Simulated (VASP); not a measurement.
Runs of VASP 6.6.1 on SiC3. The structure is that of space group P-4m2 (No. 115), or close to it. The cells are those of the table. 

```tsv
task	cell	k mesh	cutoff (eV)	smearing	gap on the mesh (eV)	pressure (GPa)	relaxed volume (Å³/atom)	largest force (eV/Å)
single point	a = 2.803, b = 2.803, c = 4.112 Å, 4 atoms	10 × 10 × 8	520	gaussian 0.02 eV	(a)	0.0	-	0.02
relaxation of cell and atoms	relaxed from a = 3.360, b = 3.360, c = 4.752 Å, 4 atoms	6 × 6 × 4	600	gaussian 0.1 eV	1.60	0.0	8.07	-
single point	a = 3.360, b = 3.360, c = 4.752 Å, 4 atoms	6 × 6 × 4	520	gaussian 0.1 eV	0.42	-45.2	-	(b)
relaxation of cell and atoms	relaxed from a = 2.805, b = 2.805, c = 4.112 Å, 4 atoms	10 × 10 × 8	600	gaussian 0.02 eV	1.37	0.0	8.07	0.01
single point	a = 2.805, b = 2.805, c = 4.112 Å, 4 atoms	6 × 6 × 4	520	gaussian 0.1 eV	1.60	-0.3	-	0.02
```

Alike in all rows: level PBE; potentials or basis VASP PAW PBE potentials, release 64 (Si, C); no spin polarisation.

Problem. Fill in the values left out.

Solution. (a) 1.36; (b) 0.89.

Caveats: the volume moved by over 15 % at a fixed basis, so the end points are rough (some runs).

A k mesh can miss the band edges.
